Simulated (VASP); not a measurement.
# Sn8HO16 (a cell with a defect) (Cassiterite) in VASP: single point with PBE

Aim: the single point of Sn8HO16 (a cell with a defect) (Cassiterite) with PBE.

Program: VASP 6.6.1. These are calculated values, not measurements. Logs are shortened: lines on timing, memory, paths and dates and some standing lists are left out, and cuts for length are marked.

## (1) The cell of the first run

The cell holds a defect, 25 atoms: a = 6.827 Å, b = 6.827 Å, c = 8.077 Å, α = 115.00°, β = 115.00°, γ = 90.00°.

## (2) Single point, PBE

File INCAR:

```
PREC = Accurate
ENCUT = 520
EDIFF = 1E-7
ISMEAR = 0
SIGMA = 0.02
LREAL = Auto
LASPH = True
NELM = 80
ALGO = Normal
ISIF = 2
LWAVE = False
LCHARG = False
GGA = PE
NBANDS = 122
NELECT = 208.0
```

File KPOINTS:

```
Automatic mesh
0
Gamma
  3 3 3
```

File POSCAR:

```
Sn8HO16
1.0
   -4.8274195315     -4.8274195315      0.0000000000
    4.8274195315     -4.8274195315      0.0000000000
    0.0000000000      4.8274195315      6.4761384825
Sn O H
8 16 1
Direct
    0.5045296331      0.5000593359     -0.0039384581
    0.7584640598      0.7539929340      0.5039297737
   -0.0084682499     -0.0039977455     -0.0039384581
    0.2454657625      0.2499368883      0.5039297737
    0.1343656580      0.6080736059      0.2499954262
    0.3749977980      0.8749980537      0.7499953889
    0.6156297132      0.1419217653      0.2499954262
    0.8749976394      0.3749973837      0.7499953889
    0.2009810031      0.5232840451      0.0041018270
    0.4468747831      0.7691778251      0.4958891797
    0.6877590258      0.0232176535     -0.0001417511
    0.9378962031      0.2733550380      0.5001326035
    0.1412203290      0.3050241987      0.2499955806
    0.3930936327      0.5688707729      0.7499660505
    0.6944636792      0.8324589364      0.2499952718
    0.8931231741      0.0689002173      0.7500250362
    0.8120992651      0.4766405403     -0.0001417511
    0.0622364490      0.7267776141      0.5001326035
    0.3031207689     -0.0191822731      0.0041018270
    0.5490144452      0.2267114032      0.4958891797
    0.0555315375      0.9175363773      0.2499952718
    0.3569018071      0.1811248740      0.7500250362
    0.6087753002      0.4449714304      0.2499955806
    0.8568723628      0.6810952225      0.7499660505
    0.8749973735      0.8749973735      0.2499948085
```

Potentials or basis: VASP PAW PBE potentials, release 64 (Sn_d, O, H).

Launch:

```console
$ cat potpaw_PBE.64/Sn_d/POTCAR potpaw_PBE.64/O/POTCAR potpaw_PBE.64/H/POTCAR > POTCAR
$ mpirun -np 1 vasp_std > vasp.out
```

OUTCAR:

```text
PREC = Accurate
   ENCUT = 520
   EDIFF = 1E-7
   ISMEAR = 0
   LREAL = Auto
   LASPH = True
   NELM = 80
   ISIF = 2
   GGA = PE
   NELECT = 208.0

 ion  position               nearest neighbor table
   1  0.505  0.500  0.996-  14 2.06  23 2.07  22 2.09  17 2.09   9 2.10  15 2.20   4 3.19   2 3.29
                             7 3.70   8 3.73   6 3.75
   2  0.758  0.754  0.504-  16 2.06  23 2.07  24 2.09  18 2.09  10 2.10  15 2.20   3 3.19   1 3.29
                             7 3.70   6 3.73   8 3.75
   3  0.992  0.996  0.996-  24 2.06  13 2.07  16 2.09  11 2.09  19 2.10  21 2.20   2 3.19   4 3.29
                             5 3.70   6 3.73   8 3.75
   4  0.245  0.250  0.504-  22 2.06  13 2.07  14 2.09  12 2.09  20 2.10  21 2.20   1 3.19   3 3.29
                             5 3.70   8 3.73   6 3.75
   5  0.134  0.608  0.250-   9 2.07  10 2.07  13 2.07  18 2.11  17 2.11  21 2.18   6 3.24   8 3.24
                             4 3.70   3 3.70
   6  0.375  0.875  0.750-  11 2.07  18 2.07  22 2.09  14 2.09  10 2.14  19 2.14   5 3.24   7 3.24
                             2 3.73   3 3.73   4 3.75   1 3.75
   7  0.616  0.142  0.250-  19 2.07  20 2.07  23 2.07  11 2.11  12 2.11  15 2.18   8 3.24   6 3.24
                             2 3.70   1 3.70
   8  0.875  0.375  0.750-  17 2.07  12 2.07  16 2.09  24 2.09  20 2.14   9 2.14   7 3.24   5 3.24
                             4 3.73   1 3.73   2 3.75   3 3.75
   9  0.201  0.523  0.004-   5 2.07   1 2.10   8 2.14
  10  0.447  0.769  0.496-   5 2.07   2 2.10   6 2.14
  11  0.688  0.023  1.000-   6 2.07   3 2.09   7 2.11
  12  0.938  0.273  0.500-   8 2.07   4 2.09   7 2.11
  13  0.141  0.305  0.250-   4 2.07   3 2.07   5 2.07
  14  0.393  0.569  0.750-   1 2.06   4 2.09   6 2.09
  15  0.694  0.832  0.250-  25 1.27   7 2.18   1 2.20   2 2.20
  16  0.893  0.069  0.750-   2 2.06   3 2.09   8 2.09
  17  0.812  0.477  1.000-   8 2.07   1 2.09   5 2.11
  18  0.062  0.727  0.500-   6 2.07   2 2.09   5 2.11
  19  0.303  0.981  0.004-   7 2.07   3 2.10   6 2.14
  20  0.549  0.227  0.496-   7 2.07   4 2.10   8 2.14
  21  0.056  0.918  0.250-  25 1.27   5 2.18   3 2.20   4 2.20
  22  0.357  0.181  0.750-   4 2.06   1 2.09   6 2.09
  23  0.609  0.445  0.250-   2 2.07   1 2.07   7 2.07
  24  0.857  0.681  0.750-   3 2.06   2 2.09   8 2.09
  25  0.875  0.875  0.250-  15 1.27  21 1.27

  LATTYP: Found a body centered tetragonal cell.
 ALAT       =     6.8270021727
 C/A-ratio  =     1.8972129549

  Lattice vectors:

 A1 = (  -4.8274195315,   0.0000000000,  -6.4761384825)
 A2 = (   4.8274195315,   0.0000000000,  -6.4761384825)
 A3 = (   0.0000000000,  -4.8274195315,   6.4761384825)

Analysis of symmetry for initial positions (statically):
=====================================================================
 Subroutine PRICEL returns:
 Original cell was already a primitive cell.

 Routine SETGRP: Setting up the symmetry group for a
 body centered tetragonal supercell.

 Subroutine GETGRP returns: Found  4 space group operations
 (whereof  1 operations were pure point group operations)
 out of a pool of 16 trial point group operations.

The static configuration has the point symmetry C_1 .
 The point group associated with its full space group is C_2h.

Analysis of symmetry for dynamics (positions and initial velocities):
=====================================================================
 Subroutine PRICEL returns:
 Original cell was already a primitive cell.

 Routine SETGRP: Setting up the symmetry group for a
 body centered tetragonal supercell.

 Subroutine GETGRP returns: Found  4 space group operations
 (whereof  1 operations were pure point group operations)
 out of a pool of 16 trial point group operations.

The dynamic configuration has the point symmetry C_1 .
 The point group associated with its full space group is C_2h.

 Subroutine INISYM returns: Found  4 space group operations
 (whereof  1 operations are pure point group operations),
 and found     1 'primitive' translations

----------------------------------------------------------------------------------------

                                     Primitive cell

  volume of cell :     301.8396

  direct lattice vectors                    reciprocal lattice vectors
    -4.827419532 -4.827419532  0.000000000    -0.103575005 -0.103575005  0.077206502
     4.827419532 -4.827419532  0.000000000     0.103575005 -0.103575005  0.077206502
     0.000000000  4.827419532  6.476138482     0.000000000  0.000000000  0.154413004

  length of vectors
     6.827002173  6.827002173  8.077397414     0.165579006  0.165579006  0.154413004

  position of ions in fractional coordinates (direct lattice)
     0.504529633  0.500059336  0.996061542
     0.758464060  0.753992934  0.503929774
     0.991531750  0.996002254  0.996061542
     0.245465762  0.249936888  0.503929774
     0.134365658  0.608073606  0.249995426
     0.374997798  0.874998054  0.749995389
[... 17 lines left out ...]
     0.856872363  0.681095222  0.749966050
     0.874997374  0.874997374  0.249994808

  ion indices of the primitive-cell ions
   primitive index   ion index
                 1           1
                 2           2
                 3           3
                 4           4
                 5           5
                 6           6
[... 17 lines left out ...]
                24          24
                25          25

----------------------------------------------------------------------------------------

 KPOINTS: Automatic mesh

Automatic generation of k-mesh.
 Grid dimensions read from file:
 generate k-points for:    3    3    3

 Generating k-lattice:

  Cartesian coordinates                     Fractional coordinates (reciprocal lattice)
    -0.034525002 -0.034525002  0.025735501     0.333333333  0.000000000  0.000000000
     0.034525002 -0.034525002  0.025735501     0.000000000  0.333333333  0.000000000
     0.000000000  0.000000000  0.051471001     0.000000000  0.000000000  0.333333333

  Length of vectors
     0.055193002  0.055193002  0.051471001

  Shift w.r.t. Gamma in fractional coordinates (k-lattice)
     0.000000000  0.000000000  0.000000000

 Subroutine IBZKPT returns following result:
 ===========================================

 Found     10 irreducible k-points:

 Following reciprocal coordinates:
            Coordinates               Weight
  0.000000  0.000000  0.000000      1.000000
  0.333333  0.000000 -0.000000      4.000000
  0.000000 -0.333333  0.333333      4.000000
  0.333333  0.333333 -0.000000      4.000000
  0.333333 -0.333333  0.333333      4.000000
 -0.333333  0.333333  0.000000      2.000000
  0.333333  0.333333 -0.333333      2.000000
  0.000000  0.000000  0.333333      2.000000
  0.333333  0.000000  0.333333      2.000000
  0.000000 -0.333333 -0.333333      2.000000
   k-points           NKPTS =     10   k-points in BZ     NKDIM =     10   number of bands    NBANDS=    122
   number of dos      NEDOS =    301   number of ions     NIONS =     25
   total plane-waves  NPLWV = 174960
   dimension x,y,z NGX =    54 NGY =   54 NGZ =   60
   dimension x,y,z NGXF=   108 NGYF=  108 NGZF=  120
   ions per type =               8  16   1
   NGX,Y,Z   is equivalent  to a cutoff of  13.15, 13.15, 12.35 a.u.
   NGXF,Y,Z  is equivalent  to a cutoff of  26.30, 26.30, 24.70 a.u.
 SYSTEM =  unknown system
   PREC   = accura    normal or accurate (medium, high low for compatibility)
   ISTART =      0    job   : 0-new  1-cont  2-samecut
   ICHARG =      2    charge: 1-file 2-atom 10-const
   ISPIN  =      1    spin polarized calculation?
   LNONCOLLINEAR =      F non collinear calculations
   LSORBIT =      F    spin-orbit coupling
   LASPH  =      T    aspherical Exc in radial PAW
   ENCUT  =  520.0 eV  38.22 Ry    6.18 a.u.  12.69 12.69 15.02*2*pi/ulx,y,z
   NELM   =     80;   NELMIN=  2; NELMDL= -5     # of ELM steps
   EDIFF  = 0.1E-06   stopping-criterion for ELM
   LREAL  =      T    real-space projection
   EDIFFG = 0.1E-05   stopping-criterion for IOM
   NSW    =      0    number of steps for IOM
   IBRION =     -1    ionic relax: 0-MD 1-quasi-New 2-CG
   NFREE  =      0    steps in history (QN), initial steepest desc. (CG)
   ISIF   =      2    stress and relaxation
   ISYM   =      2    0-nonsym 1-usesym 2-fastsym
   POTIM  = 0.5000    time-step for ionic-motion
   TEBEG  =    0.0;   TEEND  =   0.0 temperature during run
   PSTRESS=    0.0 pullay stress
   NELECT =     208.0000    total number of electrons
   NUPDOWN=      -1.0000    fix difference up-down
   EMIN   =  10.00;   EMAX   =-10.00  energy-range for DOS
   EFERMI =   0.00;   METHOD = LEGACY
   ISMEAR =     0;   SIGMA  =   0.02  broadening in eV -4-tet -1-fermi 0-gaus
   EFERMI_NEDOS =   21; number of points for ismear=-14 and -15
   IALGO  =     38    algorithm
   IMIX   =      4    mixing-type and parameters
     AMIX     =   0.40;   BMIX     =  1.00
     AMIX_MAG =   1.60;   BMIX_MAG =  1.00
  volume/ion in A,a.u.               =      12.07        81.48
  Fermi-wavevector in a.u.,A,eV,Ry     =   1.446007  2.732558 28.448934  2.090938
  Thomas-Fermi vector in A             =   2.564125
   LORBIT       =      0    0 simple, 1 ext, 2 COOP (PROOUT), +10 PAW based schemes
   GGA     = PE    functional components
   LHFCALC =     F    Hartree Fock is set to
   AEXX    =    0.0000 exact exchange contribution
   IVDW    =     0    specifies the selected vdW correction
   LEPSILON=     F    determine dielectric tensor
   LRPA    =     F    only Hartree local field effects (RPA)
 non-spin polarized calculation
 Gauss-broadening in eV      SIGMA  =   0.02
  energy-cutoff  :      520.00
  volume of cell :      301.84
 maximum number of plane-waves:      8153
 NGX is ok and might be reduce to    54
   NGX = 25   NGY = 25   NGZ = 31

 number of electron     208.0000024 magnetization

 Free energy of the ion-electron system (eV)
  ---------------------------------------------------
  ext. energy  EPLUGINS =         0.00000000
  ---------------------------------------------------
  free energy    TOTEN  =      -159.72931437 eV

  energy without entropy =     -159.72931437  energy(sigma->0) =     -159.72931437

 E-fermi :   5.5123     XC(G=0): -10.9834

 val. band max:        5.3337599054   @ k =   0.0000   0.0000   0.0000
 cond. band min:       6.2570797545   @ k =   0.0000   0.0000   0.0000
 fundamental gap:      0.9233198491
 Fermi energy:         5.5122984236

 k-point     1 :       0.0000    0.0000    0.0000
  band No.  band energies     occupation
      1     -15.3791      2.00000
      2     -15.2409      2.00000
      3     -15.1055      2.00000
      4     -14.9622      2.00000
      5     -14.9563      2.00000
      6     -14.9396      2.00000
[... 108 lines left out ...]
    115      13.1433      0.00000
    116      13.8469      0.00000

 k-point     2 :       0.3333    0.0000   -0.0000
  band No.  band energies     occupation
      1     -15.2983      2.00000
      2     -15.2264      2.00000
      3     -15.2114      2.00000
      4     -15.1440      2.00000
      5     -15.0903      2.00000
      6     -15.0594      2.00000
[... 944 lines left out ...]
 k-point    10 :       0.0000   -0.3333   -0.3333
  band No.  band energies     occupation
      1     -15.3524      2.00000
      2     -15.2099      2.00000
      3     -15.1480      2.00000
      4     -15.1476      2.00000
      5     -15.1026      2.00000
      6     -15.0341      2.00000
[... 108 lines left out ...]
    115      13.2001      0.00000
    116      13.5048      0.00000
 [bands above 116 left out]

------------------------ aborting loop because EDIFF is reached ----------------------------------------

  FORCE on cell =-STRESS in cart. coord.  units (eV):
  Direction    XX          YY          ZZ          XY          YZ          ZX
  --------------------------------------------------------------------------------------
  -------------------------------------------------------------------------------------
  Total       -8.8655086    -16.4110239     -9.5118980     -4.3381921      0.0000000      0.0000000
  in kB      -47.0584946    -87.1104088    -50.4895569    -23.0273071      0.0000000      0.0000000
  external PRESSURE =     -61.5528201 kB  Pullay stress =       0.0000000 kB

 VOLUME and BASIS-vectors are now :
 -----------------------------------------------------------------------------
  energy-cutoff  :      520.00
  volume of cell :      301.84
      direct lattice vectors                 reciprocal lattice vectors
    -4.827419532 -4.827419532  0.000000000    -0.103575005 -0.103575005  0.077206502
     4.827419532 -4.827419532  0.000000000     0.103575005 -0.103575005  0.077206502
     0.000000000  4.827419532  6.476138482     0.000000000  0.000000000  0.154413004

 POSITION                                       TOTAL-FORCE (eV/Angst)
 -----------------------------------------------------------------------------------
     -0.02158     -0.04117      6.45063         0.002812     -0.008319      0.001947
     -0.02158     -4.86858      3.26352         0.002812     -0.008319     -0.001947
      0.02158     -4.78625      6.45063        -0.002812      0.008319      0.001947
      0.02158      0.04116      3.26352        -0.002812      0.008319     -0.001947
      2.28679     -2.37723      1.61901         0.002916      0.002803      0.000000
      2.41371     -2.41371      4.85707        -0.000000     -0.000000      0.000000
[... 17 lines left out ...]
     -0.84855     -3.80401      4.85688        -0.021468      0.024287     -0.000680
      0.00000     -7.24113      1.61900        -0.000000     -0.000000      0.000000
 -----------------------------------------------------------------------------------
    total drift:                               -0.000692     -0.005288     -0.084423

  FREE ENERGIE OF THE ION-ELECTRON SYSTEM (eV)
  ---------------------------------------------------
  free  energy   TOTEN  =      -159.7293143669 eV

  energy  without entropy=     -159.7293143669  energy(sigma->0) =     -159.72931437
```

It took 24 min on 1 thread of AMD EPYC 7R43 (Zen 3), shared host; peak memory 0.51 GiB.

What came out:

| Quantity | Value |
| --- | --- |
| Free energy | -159.7293 eV |
| Largest force | 0.032 eV/Å |

Forces on the atoms (eV/Å):
```
Sn   0.003 -0.008  0.002
Sn   0.003 -0.008 -0.002
Sn  -0.003  0.008  0.002
Sn  -0.003  0.008 -0.002
Sn   0.003  0.003  0.000
Sn   0.000  0.000  0.000
Sn  -0.003 -0.003  0.000
Sn   0.000  0.000  0.000
O   -0.001 -0.017 -0.005
O   -0.001 -0.017  0.005
O   -0.009 -0.015  0.018
O   -0.009 -0.015 -0.018
O   -0.005 -0.004  0.000
O    0.021 -0.024 -0.001
O    0.001  0.012  0.000
O    0.021 -0.024  0.001
O    0.009  0.015  0.018
O    0.009  0.015 -0.018
O    0.001  0.017 -0.005
O    0.001  0.017  0.005
O   -0.001 -0.012  0.000
O   -0.021  0.024  0.001
O    0.005  0.004  0.000
O   -0.021  0.024 -0.001
H    0.000  0.000  0.000
```

Caveat: the cell carries a net charge on a neutralising background, which shifts energy and pressure; the cell is charged against a uniform background, so pressure and absolute levels hang on convention; spin-orbit coupling is left out, which moves the levels of the heavy elements.
